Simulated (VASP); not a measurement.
Ga2O3:

```
CELL_PARAMETERS angstrom
2.99095 0.00000 0.00000
-1.49547 2.59024 0.00000
0.00000 0.00000 6.84581
ATOMIC_POSITIONS crystal
Ga 0.33333 0.66667 0.20392
Ga 0.66667 0.33333 0.79608
O 0.00000 0.00000 0.00000
O 0.33333 0.66667 0.69160
O 0.66667 0.33333 0.30840
```

Base run:

- Program: VASP 6.6.1
- Functional: PBE
- Potentials or basis: VASP PAW PBE potentials, release 64 (Ga_d, O)
- Cutoff: 520 eV
- k mesh: 12 × 12 × 4
- Occupations: fermi-dirac, width 0.02 eV
- Spin: no spin polarisation

Its results: band gap on the k mesh 2.49 eV; pressure 9.0 GPa; largest force 0.481 eV/Å.

**Question.** The run is repeated on the same cell with these changes: functional from PBE to r2SCAN; occupations from fermi-dirac, width 0.02 eV to gaussian, width 0.01 eV. What comes out?

**Answer.** Band gap on the k mesh 3.09 eV; pressure 1.8 GPa; largest force 0.111 eV/Å.

Caveats: the cell stands under pressure (at least some runs); the PAW data sets were made with another functional, which shifts forces and pressure a little (at least some runs).

A k mesh can miss the band edges.
